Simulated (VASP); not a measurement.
# Cd (Im-3m) in VASP: notebook

Runs on Cd. Level: LDA. Tasks: single point.

Everything below comes from runs of VASP 6.6.1. Logs are shortened: lines on timing, memory, paths and dates and some standing lists are left out, and cuts for length are marked.

### Step 1. The cell of the first run

It takes space group Im-3m (No. 229, cubic). Conventional cell: a = 3.569 Å, b = 3.569 Å, c = 3.569 Å, α = 90.00°, β = 90.00°, γ = 90.00°. Within 4.1 Å of Cd (site symmetry m-3m) lie 14 Cd at 3.09 to 3.57 Å.

### Step 2. Single point, LDA

Contents of INCAR:

```
PREC = Accurate ; ENCUT = 520
EDIFF = 1E-7 ; ISMEAR = 0
SIGMA = 0.25 ; LREAL = False
LASPH = True ; NELM = 60
ALGO = Normal ; ISIF = 2
LWAVE = False ; LCHARG = False
GGA = CA ; NBANDS = 12
```

Contents of KPOINTS:

```
Automatic mesh
0
Gamma
  12 12 12
```

Contents of POSCAR:

```
Cd
1.0
   -1.7843200000      1.7843200000      1.7843200000
    1.7843200000     -1.7843200000      1.7843200000
    1.7843200000      1.7843200000     -1.7843200000
Cd
1
Direct
    0.0000000000      0.0000000000      0.0000000000
```

Potentials or basis: VASP PAW LDA potentials, release 64 (Cd).

Launch:

```
$ cat potpaw_LDA.64/Cd/POTCAR > POTCAR
$ mpirun -np 1 vasp_std > vasp.out
```

OUTCAR:

```text
PREC = Accurate
   ENCUT = 520
   EDIFF = 1E-7
   ISMEAR = 0
   LREAL = False
   LASPH = True
   NELM = 60
   ISIF = 2
   GGA = CA

 ion  position               nearest neighbor table
   1  0.000  0.000  0.000-

  LATTYP: Found a body centered cubic cell.
 ALAT       =     3.5686400000

  Lattice vectors:

 A1 = (  -1.7843200000,   1.7843200000,   1.7843200000)
 A2 = (   1.7843200000,  -1.7843200000,   1.7843200000)
 A3 = (   1.7843200000,   1.7843200000,  -1.7843200000)

Analysis of symmetry for initial positions (statically):
=====================================================================
 Subroutine PRICEL returns:
 Original cell was already a primitive cell.

 Routine SETGRP: Setting up the symmetry group for a
 body centered cubic supercell.

 Subroutine GETGRP returns: Found 48 space group operations
 (whereof 48 operations were pure point group operations)
 out of a pool of 48 trial point group operations.

The static configuration has the point symmetry O_h .

Analysis of symmetry for dynamics (positions and initial velocities):
=====================================================================
 Subroutine PRICEL returns:
 Original cell was already a primitive cell.

 Routine SETGRP: Setting up the symmetry group for a
 body centered cubic supercell.

 Subroutine GETGRP returns: Found 48 space group operations
 (whereof 48 operations were pure point group operations)
 out of a pool of 48 trial point group operations.

The dynamic configuration has the point symmetry O_h .

 Subroutine INISYM returns: Found 48 space group operations
 (whereof 48 operations are pure point group operations),
 and found     1 'primitive' translations

----------------------------------------------------------------------------------------

                                     Primitive cell

  volume of cell :      22.7237

  direct lattice vectors                    reciprocal lattice vectors
    -1.784320000  1.784320000  1.784320000     0.000000000  0.280218795  0.280218795
     1.784320000 -1.784320000  1.784320000     0.280218795  0.000000000  0.280218795
     1.784320000  1.784320000 -1.784320000     0.280218795  0.280218795  0.000000000

  length of vectors
     3.090532897  3.090532897  3.090532897     0.396289220  0.396289220  0.396289220

  position of ions in fractional coordinates (direct lattice)
     0.000000000  0.000000000  0.000000000

  ion indices of the primitive-cell ions
   primitive index   ion index
                 1           1

----------------------------------------------------------------------------------------

 KPOINTS: Automatic mesh

Automatic generation of k-mesh.
 Grid dimensions read from file:
 generate k-points for:   12   12   12

 Generating k-lattice:

  Cartesian coordinates                     Fractional coordinates (reciprocal lattice)
     0.000000000  0.023351566  0.023351566     0.083333333  0.000000000  0.000000000
     0.023351566  0.000000000  0.023351566     0.000000000  0.083333333  0.000000000
     0.023351566  0.023351566  0.000000000     0.000000000  0.000000000  0.083333333

  Length of vectors
     0.033024102  0.033024102  0.033024102

  Shift w.r.t. Gamma in fractional coordinates (k-lattice)
     0.000000000  0.000000000  0.000000000

 Subroutine IBZKPT returns following result:
 ===========================================

 Found     72 irreducible k-points:

 Following reciprocal coordinates:
            Coordinates               Weight
  0.000000  0.000000  0.000000      1.000000
  0.083333  0.000000  0.000000     12.000000
  0.166667  0.000000  0.000000     12.000000
  0.250000  0.000000  0.000000     12.000000
  0.333333  0.000000  0.000000     12.000000
  0.416667  0.000000  0.000000     12.000000
[... 16 lines left out ...]
  0.333333  0.083333  0.083333     24.000000
  0.416667  0.083333  0.083333     12.000000
 [... further k-points ...]
   k-points           NKPTS =     72   k-points in BZ     NKDIM =     72   number of bands    NBANDS=     12
   number of dos      NEDOS =    301   number of ions     NIONS =      1
   total plane-waves  NPLWV =  13824
   dimension x,y,z NGX =    24 NGY =   24 NGZ =   24
   dimension x,y,z NGXF=    48 NGYF=   48 NGZF=   48
   ions per type =               1
   NGX,Y,Z   is equivalent  to a cutoff of  12.91, 12.91, 12.91 a.u.
   NGXF,Y,Z  is equivalent  to a cutoff of  25.82, 25.82, 25.82 a.u.
 SYSTEM =  unknown system
   PREC   = accura    normal or accurate (medium, high low for compatibility)
   ISTART =      0    job   : 0-new  1-cont  2-samecut
   ICHARG =      2    charge: 1-file 2-atom 10-const
   ISPIN  =      1    spin polarized calculation?
   LNONCOLLINEAR =      F non collinear calculations
   LSORBIT =      F    spin-orbit coupling
   LASPH  =      T    aspherical Exc in radial PAW
   ENCUT  =  520.0 eV  38.22 Ry    6.18 a.u.   5.75  5.75  5.75*2*pi/ulx,y,z
   NELM   =     60;   NELMIN=  2; NELMDL= -5     # of ELM steps
   EDIFF  = 0.1E-06   stopping-criterion for ELM
   LREAL  =      F    real-space projection
   EDIFFG = 0.1E-05   stopping-criterion for IOM
   NSW    =      0    number of steps for IOM
   IBRION =     -1    ionic relax: 0-MD 1-quasi-New 2-CG
   NFREE  =      0    steps in history (QN), initial steepest desc. (CG)
   ISIF   =      2    stress and relaxation
   ISYM   =      2    0-nonsym 1-usesym 2-fastsym
   POTIM  = 0.5000    time-step for ionic-motion
   TEBEG  =    0.0;   TEEND  =   0.0 temperature during run
   PSTRESS=    0.0 pullay stress
   NELECT =      12.0000    total number of electrons
   NUPDOWN=      -1.0000    fix difference up-down
   EMIN   =  10.00;   EMAX   =-10.00  energy-range for DOS
   EFERMI =   0.00;   METHOD = LEGACY
   ISMEAR =     0;   SIGMA  =   0.25  broadening in eV -4-tet -1-fermi 0-gaus
   EFERMI_NEDOS =   21; number of points for ismear=-14 and -15
   IALGO  =     38    algorithm
   IMIX   =      4    mixing-type and parameters
     AMIX     =   0.40;   BMIX     =  1.00
     AMIX_MAG =   1.60;   BMIX_MAG =  1.00
  volume/ion in A,a.u.               =      22.72       153.35
  Fermi-wavevector in a.u.,A,eV,Ry     =   1.323252  2.500583 23.823739  1.750995
  Thomas-Fermi vector in A             =   2.452873
   LORBIT       =      0    0 simple, 1 ext, 2 COOP (PROOUT), +10 PAW based schemes
   GGA     = CA    functional components
   LHFCALC =     F    Hartree Fock is set to
   AEXX    =    0.0000 exact exchange contribution
   IVDW    =     0    specifies the selected vdW correction
   LEPSILON=     F    determine dielectric tensor
   LRPA    =     F    only Hartree local field effects (RPA)
 non-spin polarized calculation
 Gauss-broadening in eV      SIGMA  =   0.25
  energy-cutoff  :      520.00
  volume of cell :       22.72
 maximum number of plane-waves:       627
   NGX = 11   NGY = 11   NGZ = 11

 number of electron      12.0000006 magnetization

 Free energy of the ion-electron system (eV)
  ---------------------------------------------------
  ext. energy  EPLUGINS =         0.00000000
  ---------------------------------------------------
  free energy    TOTEN  =        -1.40083402 eV

  energy without entropy =       -1.38750854  energy(sigma->0) =       -1.39417128

 E-fermi :   2.3260     XC(G=0): -11.1143

 val. band max:        2.2528660303   @ k =   0.3333   0.1667   0.1667
 cond. band min:       2.3916147720   @ k =   0.3333   0.2500   0.0833
 fundamental gap:      0.1387487417
 Fermi energy:         2.3260239464

 k-point     1 :       0.0000    0.0000    0.0000
  band No.  band energies     occupation
      1      -6.7476      2.00000
      2      -6.7476      2.00000
      3      -6.7476      2.00000
      4      -6.2238      2.00000
      5      -6.1345      2.00000
      6      -6.1345      2.00000
      7      17.7727      0.00000
      8      17.7727      0.00000
      9      17.7727      0.00000
     10      18.0218      0.00000
     11      18.0218      0.00000
     12      18.0218      0.00000

 k-point     2 :       0.0833    0.0000    0.0000
  band No.  band energies     occupation
      1      -6.7686      2.00000
      2      -6.7434      2.00000
      3      -6.6855      2.00000
      4      -6.1627      2.00000
      5      -6.1338      2.00000
      6      -6.0297      2.00000
      7      15.6462      0.00000
      8      16.9122      0.00000
      9      17.0237      0.00000
     10      17.4982      0.00000
     11      17.6141      0.00000
     12      18.0866      0.00000

 k-point     3 :       0.1667    0.0000    0.0000
  band No.  band energies     occupation
      1      -6.8254      2.00000
      2      -6.7711      2.00000
      3      -6.5119      2.00000
      4      -6.2088      2.00000
      5      -6.1310      2.00000
      6      -5.4371      2.00000
      7      12.3360      0.00000
      8      15.3406      0.00000
      9      15.3885      0.00000
     10      16.9674      0.00000
     11      17.1263      0.00000
     12      18.7462      0.00000
[... 286 lines left out ...]
 k-point    23 :       0.3333    0.0833    0.0833
  band No.  band energies     occupation
      1      -7.0092      2.00000
      2      -7.0004      2.00000
      3      -6.1642      2.00000
      4      -6.1125      2.00000
      5      -5.9845      2.00000
      6      -0.8559      2.00000
      7       3.6697      0.00000
      8       9.4739      0.00000
      9      10.3144      0.00000
     10      18.3919      0.00000
     11      19.1632      0.00000
     12      23.4284      0.00000

 k-point    24 :       0.4167    0.0833    0.0833
  band No.  band energies     occupation
      1      -7.0324      2.00000
      2      -7.0258      2.00000
      3      -6.1518      2.00000
      4      -6.1090      2.00000
      5      -5.9232      2.00000
      6       0.9477      2.00000
      7       1.5474      1.99999
      8       9.2422      0.00000
      9      10.1391      0.00000
     10      18.2927      0.00000
     11      19.0836      0.00000
     12      23.5203      0.00000

 [... further k-points ...]
[... 5 lines left out ...]
  --------------------------------------------------------------------------------------
  -------------------------------------------------------------------------------------
  Total       -0.6672626     -0.6672626     -0.6672626      0.0000000      0.0000000     -0.0000000
  in kB      -47.0467006    -47.0467006    -47.0467006      0.0000000      0.0000000     -0.0000000
  external PRESSURE =     -47.0467006 kB  Pullay stress =       0.0000000 kB

 VOLUME and BASIS-vectors are now :
 -----------------------------------------------------------------------------
  energy-cutoff  :      520.00
  volume of cell :       22.72
      direct lattice vectors                 reciprocal lattice vectors
    -1.784320000  1.784320000  1.784320000     0.000000000  0.280218795  0.280218795
     1.784320000 -1.784320000  1.784320000     0.280218795  0.000000000  0.280218795
     1.784320000  1.784320000 -1.784320000     0.280218795  0.280218795  0.000000000

 POSITION                                       TOTAL-FORCE (eV/Angst)
 -----------------------------------------------------------------------------------
      0.00000      0.00000      0.00000        -0.000000      0.000000      0.000000
 -----------------------------------------------------------------------------------
    total drift:                               -0.000000      0.000000      0.000000

  FREE ENERGIE OF THE ION-ELECTRON SYSTEM (eV)
  ---------------------------------------------------
  free  energy   TOTEN  =        -1.4008340163 eV

  energy  without entropy=       -1.3875085393  energy(sigma->0) =       -1.39417128
```

Run time: 24 s. Hardware: 1 thread of AMD EPYC 7R13, shared host; peak memory 0.11 GiB.

What came out:

- Free energy: -1.4008 eV
- Pressure: -4.7 GPa
- Band gap on the k mesh: zero (band 6 reaches 5.71 eV, above the bottom of band 7 at 1.33 eV)

### Step 3. Single point, LDA

Contents of INCAR:

```
SYSTEM = Cd
PREC = Accurate
ENCUT = 520
EDIFF = 1E-7
ISMEAR = 0
SIGMA = 0.15
LREAL = .FALSE.
LASPH = .TRUE.
NELM = 100
ALGO = Normal
ISIF = 2
LWAVE = .FALSE.
LCHARG = .FALSE.
NBANDS = 12
```

Contents of KPOINTS:

```
Automatic mesh
0
G
  12 12 12
  0 0 0
```

POSCAR is that of step 2.

Potentials or basis: VASP PAW LDA potentials, release 64 (Cd).

Launch:

```
$ cat potpaw_LDA.64/Cd/POTCAR > POTCAR
$ mpirun -np 1 vasp_std > vasp.out
```

It took 22 s on 1 thread of AMD EPYC 7R13, shared host; peak memory 0.11 GiB.

The run converged. Its results:

* Free energy: -1.3966 eV
* Pressure: -4.7 GPa
* Band gap on the k mesh: zero (band 6 reaches 5.71 eV, above the bottom of band 7 at 1.33 eV)

Levels at points of the mesh, in eV from the Fermi level:
```tsv
k point	band 2	band 3	band 4	band 5	band 6	band 7	band 8	band 9	band 10	band 11
(0.00, 0.00, 0.00)	-9.07	-9.07	-8.55	-8.46	-8.46	15.45	15.45	15.45	15.70	15.70
(0.50, 0.00, 0.00)	-9.38	-8.49	-8.43	-8.05	-1.95	-0.99	9.08	9.92	13.51	14.04
(0.50, 0.50, 0.50)	-9.52	-8.15	-8.15	-8.15	3.38	3.38	3.38	5.36	8.06	8.06
```

[end of part 1 of 2]
